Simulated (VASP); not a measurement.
# Sc (P6_3/mmc) in VASP: further runs

The runs below take Sc through single point, with PBEsol.

Everything below comes from runs of VASP 6.6.1. Logs are shortened: lines on timing, memory, paths and dates and some standing lists are left out, and cuts for length are marked.

## Step 1: The cell of the first run

It takes space group P6_3/mmc (No. 194, hexagonal). The conventional cell has a = 3.195 Å, b = 3.195 Å, c = 5.286 Å, α = 90.00°, β = 90.00°, γ = 120.00°. Within 4.2 Å of Sc (site symmetry -6m2) lie 12 Sc at 3.19 to 3.22 Å.

## Step 2: Single point, PBEsol

INCAR reads:

```
SYSTEM = Sc
ALGO = Fast ; EDIFF = 1E-7
ENCUT = 520 ; GGA = PS
ISIF = 2 ; ISMEAR = 0
LASPH = .True. ; LCHARG = .True.
LELF = .True. ; LREAL = .False.
LVHAR = .True. ; LWAVE = .False.
NBANDS = 18 ; NELM = 60
PREC = Accurate ; SIGMA = 0.15
```

KPOINTS reads:

```
k-points
0
Gamma
  15 15 10
  0 0 0
```

POSCAR reads:

```
Sc
1.0
    3.1950000000      0.0000000000      0.0000000000
   -1.5975000000      2.7669511651      0.0000000000
    0.0000000000      0.0000000000      5.2857000000
Sc
2
Direct
    0.3333333333      0.6666666667      0.2500000000
    0.6666666667      0.3333333333      0.7500000000
```

Potentials or basis: VASP PAW PBE potentials, release 64 (Sc_sv).

Started as:

```
cat potpaw_PBE.64/Sc_sv/POTCAR > POTCAR
mpirun -np 1 vasp_std > vasp.out
```

OUTCAR:

```text
SYSTEM = Sc
   EDIFF = 1E-7
   ENCUT = 520
   GGA = PS
   ISIF = 2
   ISMEAR = 0
   LASPH = .True.
   LREAL = .False.
   NELM = 60
   PREC = Accurate

 ion  position               nearest neighbor table
   1  0.333  0.667  0.250-   2 3.22   2 3.22   2 3.22   2 3.22   2 3.22   2 3.22
   2  0.667  0.333  0.750-   1 3.22   1 3.22   1 3.22   1 3.22   1 3.22   1 3.22

  LATTYP: Found a hexagonal cell.
 ALAT       =     3.1950000000
 C/A-ratio  =     1.6543661972

  Lattice vectors:

 A1 = (   3.1950000000,   0.0000000000,   0.0000000000)
 A2 = (  -1.5975000000,   2.7669511651,   0.0000000000)
 A3 = (   0.0000000000,   0.0000000000,   5.2857000000)

Analysis of symmetry for initial positions (statically):
=====================================================================
 Subroutine PRICEL returns:
 Original cell was already a primitive cell.

 Routine SETGRP: Setting up the symmetry group for a
 hexagonal supercell.

 Subroutine GETGRP returns: Found 24 space group operations
 (whereof 12 operations were pure point group operations)
 out of a pool of 24 trial point group operations.

The static configuration has the point symmetry D_3d.
 The point group associated with its full space group is D_6h.

Analysis of symmetry for dynamics (positions and initial velocities):
=====================================================================
 Subroutine PRICEL returns:
 Original cell was already a primitive cell.

 Routine SETGRP: Setting up the symmetry group for a
 hexagonal supercell.

 Subroutine GETGRP returns: Found 24 space group operations
 (whereof 12 operations were pure point group operations)
 out of a pool of 24 trial point group operations.

The dynamic configuration has the point symmetry D_3d.
 The point group associated with its full space group is D_6h.

 Subroutine INISYM returns: Found 24 space group operations
 (whereof 12 operations are pure point group operations),
 and found     1 'primitive' translations

----------------------------------------------------------------------------------------

                                     Primitive cell

  volume of cell :      46.7277

  direct lattice vectors                    reciprocal lattice vectors
     3.195000000  0.000000000  0.000000000     0.312989045  0.180704310  0.000000000
    -1.597500000  2.766951165  0.000000000     0.000000000  0.361408619  0.000000000
     0.000000000  0.000000000  5.285700000     0.000000000  0.000000000  0.189189701

  length of vectors
     3.195000000  3.195000000  5.285700000     0.361408619  0.361408619  0.189189701

  position of ions in fractional coordinates (direct lattice)
     0.333333333  0.666666667  0.250000000
     0.666666667  0.333333333  0.750000000

  ion indices of the primitive-cell ions
   primitive index   ion index
                 1           1
                 2           2

----------------------------------------------------------------------------------------

 KPOINTS: k-points

Automatic generation of k-mesh.
 Grid dimensions read from file:
 generate k-points for:   15   15   10

 Generating k-lattice:

  Cartesian coordinates                     Fractional coordinates (reciprocal lattice)
     0.020865936  0.012046954  0.000000000     0.066666667  0.000000000  0.000000000
     0.000000000  0.024093908  0.000000000     0.000000000  0.066666667  0.000000000
     0.000000000  0.000000000  0.018918970     0.000000000  0.000000000  0.100000000

  Length of vectors
     0.024093908  0.024093908  0.018918970

  Shift w.r.t. Gamma in fractional coordinates (k-lattice)
     0.000000000  0.000000000  0.000000000

 Subroutine IBZKPT returns following result:
 ===========================================

 Found    162 irreducible k-points:

 Following reciprocal coordinates:
            Coordinates               Weight
  0.000000  0.000000  0.000000      1.000000
  0.066667  0.000000  0.000000      6.000000
  0.133333  0.000000  0.000000      6.000000
  0.200000  0.000000  0.000000      6.000000
  0.266667  0.000000  0.000000      6.000000
  0.333333  0.000000  0.000000      6.000000
[... 16 lines left out ...]
  0.333333  0.200000  0.000000     12.000000
  0.400000  0.200000  0.000000      6.000000
 [... further k-points ...]
   k-points           NKPTS =    162   k-points in BZ     NKDIM =    162   number of bands    NBANDS=     18
   number of dos      NEDOS =    301   number of ions     NIONS =      2
   total plane-waves  NPLWV =  23040
   dimension x,y,z NGX =    24 NGY =   24 NGZ =   40
   dimension x,y,z NGXF=    48 NGYF=   48 NGZF=   80
   ions per type =               2
   NGX,Y,Z   is equivalent  to a cutoff of  12.49, 12.49, 12.58 a.u.
   NGXF,Y,Z  is equivalent  to a cutoff of  24.98, 24.98, 25.16 a.u.
 SYSTEM =  Sc
   PREC   = accura    normal or accurate (medium, high low for compatibility)
   ISTART =      0    job   : 0-new  1-cont  2-samecut
   ICHARG =      2    charge: 1-file 2-atom 10-const
[... 26 lines left out ...]
     AMIX_MAG =   1.60;   BMIX_MAG =  1.00
  volume/ion in A,a.u.               =      23.36       157.67
  Fermi-wavevector in a.u.,A,eV,Ry     =   1.273574  2.406705 22.068515  1.621990
  Thomas-Fermi vector in A             =   2.406390
   LORBIT       =      0    0 simple, 1 ext, 2 COOP (PROOUT), +10 PAW based schemes
   GGA     = PS    functional components
   LHFCALC =     F    Hartree Fock is set to
   AEXX    =    0.0000 exact exchange contribution
   IVDW    =     0    specifies the selected vdW correction
   LEPSILON=     F    determine dielectric tensor
   LRPA    =     F    only Hartree local field effects (RPA)
 non-spin polarized calculation
 RMM-DIIS sequential band-by-band and
 Gauss-broadening in eV      SIGMA  =   0.15
  energy-cutoff  :      520.00
  volume of cell :       46.73
 maximum number of plane-waves:      1290
 NGX is ok and might be reduce to    24
   NGX = 11   NGY = 11   NGZ = 19

 number of electron      21.9999996 magnetization

 Free energy of the ion-electron system (eV)
  ---------------------------------------------------
  ext. energy  EPLUGINS =         0.00000000
  ---------------------------------------------------
  free energy    TOTEN  =       -13.20083669 eV

  energy without entropy =      -13.15193614  energy(sigma->0) =      -13.17638641

 E-fermi :   3.9040     XC(G=0): -10.2117

 val. band max:        3.9010003147   @ k =   0.1333   0.1333   0.3000
 cond. band min:       3.9049025071   @ k =   0.3333   0.1333   0.2000
 fundamental gap:      0.0039021925
 Fermi energy:         3.9039751524

 k-point     1 :       0.0000    0.0000    0.0000
  band No.  band energies     occupation
      1     -45.1733      2.00000
      2     -45.1011      2.00000
      3     -24.1088      2.00000
      4     -23.6953      2.00000
      5     -23.6953      2.00000
      6     -23.6439      2.00000
[... 10 lines left out ...]
     17       6.5737      0.00000
     18       6.5742      0.00000

 k-point     2 :       0.0667    0.0000    0.0000
  band No.  band energies     occupation
      1     -45.1703      2.00000
      2     -45.0995      2.00000
      3     -24.1019      2.00000
      4     -23.7118      2.00000
      5     -23.7003      2.00000
      6     -23.6546      2.00000
[... 10 lines left out ...]
     17       6.4711      0.00000
     18       6.5082      0.00000

 k-point     3 :       0.1333    0.0000    0.0000
  band No.  band energies     occupation
      1     -45.1617      2.00000
      2     -45.0952      2.00000
      3     -24.0816      2.00000
      4     -23.7588      2.00000
      5     -23.7144      2.00000
      6     -23.7024      2.00000
[... 10 lines left out ...]
     17       6.2867      0.00000
     18       6.3403      0.00000

 k-point     4 :       0.2000    0.0000    0.0000
  band No.  band energies     occupation
      1     -45.1489      2.00000
      2     -45.0889      2.00000
      3     -24.0501      2.00000
      4     -23.8284      2.00000
      5     -23.7713      2.00000
      6     -23.7346      2.00000
[... 375 lines left out ...]
      4     -23.9602      2.00000
      5     -23.9159      2.00000
      6     -23.8317      2.00000
[... 10 lines left out ...]
     17       7.8266      0.00000
     18       7.9755      0.00000

 k-point    23 :       0.3333    0.2000    0.0000
  band No.  band energies     occupation
      1     -45.0915      2.00000
      2     -45.0722      2.00000
      3     -24.0278      2.00000
      4     -23.9674      2.00000
      5     -23.8799      2.00000
      6     -23.8647      2.00000
[... 10 lines left out ...]
     17       7.8169      0.00000
     18       7.9316      0.00000

 k-point    24 :       0.4000    0.2000    0.0000
  band No.  band energies     occupation
      1     -45.0872      2.00000
      2     -45.0727      2.00000
      3     -24.0390      2.00000
      4     -23.9678      2.00000
      5     -23.8788      2.00000
      6     -23.8625      2.00000
[... 10 lines left out ...]
     17       7.8087      0.00000
     18       7.8753      0.00000

 [... further k-points ...]

------------------------ aborting loop because EDIFF is reached ----------------------------------------

  FORCE on cell =-STRESS in cart. coord.  units (eV):
  Direction    XX          YY          ZZ          XY          YZ          ZX
  --------------------------------------------------------------------------------------
  -------------------------------------------------------------------------------------
  Total        0.7461237      0.7461237     -0.6589196      0.0000000     -0.0000000      0.0000000
  in kB       25.5827091     25.5827091    -22.5927011      0.0000000     -0.0000000      0.0000000
  external PRESSURE =       9.5242390 kB  Pullay stress =       0.0000000 kB

 VOLUME and BASIS-vectors are now :
 -----------------------------------------------------------------------------
  energy-cutoff  :      520.00
  volume of cell :       46.73
      direct lattice vectors                 reciprocal lattice vectors
     3.195000000  0.000000000  0.000000000     0.312989045  0.180704310  0.000000000
    -1.597500000  2.766951165  0.000000000     0.000000000  0.361408619  0.000000000
     0.000000000  0.000000000  5.285700000     0.000000000  0.000000000  0.189189701

 POSITION                                       TOTAL-FORCE (eV/Angst)
 -----------------------------------------------------------------------------------
     -0.00000      1.84463      1.32143         0.000000     -0.000000      0.000000
      1.59750      0.92232      3.96428        -0.000000      0.000000      0.000000
 -----------------------------------------------------------------------------------
    total drift:                               -0.000000      0.000000     -0.000000

  FREE ENERGIE OF THE ION-ELECTRON SYSTEM (eV)
  ---------------------------------------------------
  free  energy   TOTEN  =       -13.2008366879 eV

  energy  without entropy=      -13.1519361375  energy(sigma->0) =      -13.17638641
```

It took 1.8 min on 1 thread of Intel Xeon Platinum 8488C (Sapphire Rapids), shared host; peak memory 0.23 GiB.

Results:

| Quantity | Value |
| --- | --- |
| Free energy | -13.2008 eV |
| Pressure | 1.0 GPa |
| Band gap on the k mesh | zero (band 11 reaches 4.67 eV, above the bottom of band 12 at 3.39 eV) |

Levels at points of the mesh, in eV from the Fermi level:
```csv
k point,band 7,band 8,band 9,band 10,band 11,band 12,band 13,band 14,band 15,band 16
"(0.00, 0.00, 0.00)",-27.54,-27.54,-5.25,-1.84,0.30,1.57,1.70,1.70,2.10,2.10
"(0.00, 0.00, 0.50)",-27.57,-27.57,-3.76,-3.76,0.77,0.77,1.68,1.68,1.68,1.68
```

Caveat: the PAW data sets were made with another functional, which shifts forces and pressure a little.

## Step 3: Single point, PBEsol

This run uses another cell than the first one, of 23.59 Å³/atom, 1.010 times its volume.

INCAR reads:

```
SYSTEM = Sc
ALGO = Fast ; EDIFF = 1E-6
ENCUT = 520 ; GGA = PS
ISIF = 2 ; ISMEAR = 0
LASPH = .True. ; LCHARG = .False.
LREAL = .False. ; LWAVE = .False.
NBANDS = 18 ; NELM = 100
PREC = Accurate ; SIGMA = 0.15
```

KPOINTS is that of step 2.

POSCAR: that of step 2 with these lines changed.

```diff
@@ -4,3 +4,3 @@
    -1.5975000000      2.7669511651      0.0000000000
-    0.0000000000      0.0000000000      5.2857000000
+    0.0000000000      0.0000000000      5.3365000000
 Sc
```

Potentials or basis: VASP PAW PBE potentials, release 64 (Sc_sv).

Started as:

```
cat potpaw_PBE.64/Sc_sv/POTCAR > POTCAR
mpirun -np 1 vasp_std > vasp.out
```

Wall time 76 s (1 thread of Intel Xeon Platinum 8488C (Sapphire Rapids), shared host); peak memory 0.23 GiB.

It converged, with:

```
Free energy            : -13.1935 eV
Pressure               : 0.4 GPa
Band gap on the k mesh : zero (band 11 reaches 4.57 eV, above the bottom of band 12 at 3.36 eV)
```

Stress tensor (GPa, compression positive):
```
 2.20  0.00  0.00
 0.00  2.20  0.00
 0.00  0.00 -3.13
```

Levels at points of the mesh, in eV from the Fermi level:
```
           k point  band 7  band 8  band 9  band 10  band 11  band 12  band 13  band 14  band 15  band 16
(0.00, 0.00, 0.00)  -27.57  -27.57   -5.23    -1.85     0.22     1.51     1.69     1.69     2.07     2.07
(0.00, 0.00, 0.50)  -27.60  -27.60   -3.78    -3.78     0.73     0.73     1.68     1.68     1.68     1.68
```

Caveat: the PAW data sets were made with another functional, which shifts forces and pressure a little.

## Step 4: Single point, PBEsol

This run uses another cell than the first one, of 23.59 Å³/atom, 1.010 times its volume.

INCAR reads:

```
PREC = Accurate
ENCUT = 520
EDIFF = 1E-6
ISMEAR = 0
SIGMA = 0.15
LREAL = False
LASPH = True
NELM = 60
ALGO = Fast
ISIF = 2
LWAVE = False
LCHARG = False
GGA = PS
NBANDS = 18
```

KPOINTS reads:

```
Automatic mesh
0
Gamma
  15 15 10
```

POSCAR reads:

```
Sc
1.0
    3.3588000000      0.0000000000      0.0000000000
   -1.6794000000      2.9088061262      0.0000000000
    0.0000000000      0.0000000000      4.8283000000
Sc
2
Direct
    0.3333333333      0.6666666667      0.2500000000
    0.6666666667      0.3333333333      0.7500000000
```

Started as:

```
cat potpaw_PBE.64/Sc_sv/POTCAR > POTCAR
mpirun -np 1 vasp_std > vasp.out
```

Run time: 2 min. Hardware: 1 thread of Intel Xeon Platinum 8488C (Sapphire Rapids), shared host; peak memory 0.24 GiB.

The run converged. Its results:

| Property | Result |
| --- | --- |
| Free energy | -13.1868 eV |
| Pressure | 0.1 GPa |
| Band gap on the k mesh | zero (band 11 reaches 5.22 eV, above the bottom of band 12 at 3.21 eV) |

Stress tensor (GPa, compression positive):
```
-1.96  0.00  0.00
 0.00 -1.96  0.00
 0.00  0.00  4.11
```

Levels at points of the mesh, in eV from the Fermi level:
| k point | band 9 | band 10 | band 11 | band 12 | band 13 | band 14 |
| --- | --- | --- | --- | --- | --- | --- |
| (0.00, 0.00, 0.00) | -5.18 | -1.59 | 1.41 | 1.56 | 1.56 | 2.10 |
| (0.00, 0.00, 0.50) | -3.40 | -3.40 | 1.33 | 1.33 | 1.34 | 1.34 |

Caveat: the PAW data sets were made with another functional, which shifts forces and pressure a little.

## Step 5: Single point, PBEsol

This run uses another cell than the first one, of 23.97 Å³/atom, 1.026 times its volume.

INCAR reads:

```
  PREC = Accurate
  ENCUT = 520
  EDIFF = 1E-6
  ISMEAR = 0
  SIGMA = 0.15
  LREAL = False
  LASPH = True
  NELM = 60
  ALGO = Fast
  ISIF = 2
  LWAVE = False
  LCHARG = True
  GGA = PS
  LELF = True
  LVHAR = True
  NBANDS = 18
```

KPOINTS is that of step 4.

POSCAR reads:

```
Sc
1.0
    3.4408000000      0.0000000000      0.0000000000
   -1.7204000000      2.9798202094      0.0000000000
    0.0000000000      0.0000000000      4.6758000000
Sc
2
Direct
    0.3333333333      0.6666666667      0.2500000000
    0.6666666667      0.3333333333      0.7500000000
```

Started as:

```
cat potpaw_PBE.64/Sc_sv/POTCAR > POTCAR
mpirun -np 1 vasp_std > vasp.out
```

Run time: 2.1 min. Hardware: 1 thread of Intel Xeon Platinum 8488C (Sapphire Rapids), shared host; peak memory 0.24 GiB.

Results (log left out):

* Free energy: -13.0969 eV
* Pressure: -0.7 GPa
* Band gap on the k mesh: zero (band 11 reaches 5.15 eV, above the bottom of band 12 at 3.11 eV)

Stress tensor (GPa, compression positive):
```
-3.98  0.00  0.00
 0.00 -3.98  0.00
 0.00  0.00  5.76
```

Levels at points of the mesh, in eV from the Fermi level:
```
           k point  band 6  band 7  band 8  band 9  band 10  band 11  band 12  band 13  band 14  band 15
(0.00, 0.00, 0.00)  -27.61  -27.61  -27.53   -5.12    -1.51     1.46     1.46     1.87     1.87     1.89
(0.00, 0.00, 0.50)  -27.68  -27.68  -27.68   -3.24    -3.24     1.15     1.15     1.15     1.15     1.53
```

Caveat: the PAW data sets were made with another functional, which shifts forces and pressure a little.

## Step 6: Single point, PBEsol

This run uses another cell than the first one, of 23.83 Å³/atom, 1.020 times its volume.

INCAR reads:

```
SYSTEM = Sc
PREC     = Accurate       ! precision mode
ENCUT    = 520            ! plane-wave cutoff, eV
EDIFF    = 1E-7           ! SCF threshold, eV
ISMEAR   = 0              ! smearing method
SIGMA    = 0.15           ! smearing width, eV
LREAL    = .False.        ! projectors in reciprocal space
LASPH    = .True.         ! aspherical terms in the spheres
NELM     = 100            ! most SCF steps
ALGO     = Fast           ! electronic algorithm
ISIF     = 2              ! what is computed and relaxed
LWAVE    = .False.        ! write WAVECAR
LCHARG   = .False.        ! write CHGCAR
GGA      = PS             ! functional
NBANDS   = 18             ! bands
```

KPOINTS reads:

```
regular mesh
0
Gamma
  15 15 10
  0 0 0
```

POSCAR reads:

```
Sc
1.0
    3.3588000000      0.0000000000      0.0000000000
   -1.6794000000      2.9088061262      0.0000000000
    0.0000000000      0.0000000000      4.8791000000
Sc
2
Direct
    0.3333333333      0.6666666667      0.2500000000
    0.6666666667      0.3333333333      0.7500000000
```

Potentials or basis: VASP PAW PBE potentials, release 64 (Sc_sv).

Started as:

```
cat potpaw_PBE.64/Sc_sv/POTCAR > POTCAR
mpirun -np 1 vasp_std > vasp.out
```

It took 3.1 min on 1 thread of Intel Xeon Platinum 8488C (Sapphire Rapids), shared host; peak memory 0.24 GiB.

Results (log left out):

```
Free energy            : -13.1982 eV
Pressure               : -0.5 GPa
Band gap on the k mesh : zero (band 11 reaches 5.03 eV, above the bottom of band 12 at 3.17 eV)
```

Stress tensor (GPa, compression positive):
```
-2.20  0.00  0.00
 0.00 -2.20  0.00
 0.00  0.00  3.02
```

Levels at points of the mesh, in eV from the Fermi level:
| k point | band 9 | band 10 | band 11 | band 12 | band 13 | band 14 |
| --- | --- | --- | --- | --- | --- | --- |
| (0.00, 0.00, 0.00) | -5.16 | -1.58 | 1.29 | 1.56 | 1.56 | 2.12 |
| (0.00, 0.00, 0.50) | -3.43 | -3.43 | 1.27 | 1.27 | 1.36 | 1.36 |

Caveat: the PAW data sets were made with another functional, which shifts forces and pressure a little.

## Step 7: Summary

```csv
cell,further INCAR settings,gap on the mesh (eV),pressure (GPa)
"a = 3.195, b = 3.195, c = 5.286 Å, angles 90.0, 90.0, 120.0°, 2 atoms",ALGO = Fast; EDIFF = 1e-07; NBANDS = 18,none,1.0
"a = 3.195, b = 3.195, c = 5.337 Å, angles 90.0, 90.0, 120.0°, 2 atoms",ALGO = Fast; EDIFF = 1e-06; NBANDS = 18,none,0.4
"a = 3.359, b = 3.359, c = 4.828 Å, angles 90.0, 90.0, 120.0°, 2 atoms",ALGO = Fast; EDIFF = 1e-06; NBANDS = 18,none,0.1
"a = 3.441, b = 3.441, c = 4.676 Å, angles 90.0, 90.0, 120.0°, 2 atoms",ALGO = Fast; EDIFF = 1e-06; NBANDS = 18,none,-0.7
"a = 3.359, b = 3.359, c = 4.879 Å, angles 90.0, 90.0, 120.0°, 2 atoms",ALGO = Fast; EDIFF = 1e-07; NBANDS = 18,none,-0.5
```

Alike in all rows: task single point; level PBEsol; potentials or basis VASP PAW PBE potentials, release 64 (Sc_sv); no spin polarisation; k mesh 15 × 15 × 10; cutoff (eV) 520; smearing gaussian 0.15 eV.

Caveats: the PAW data sets were made with another functional, which shifts forces and pressure a little.

Total energies depend on the potentials used, so only differences within one code and one set of settings carry meaning.
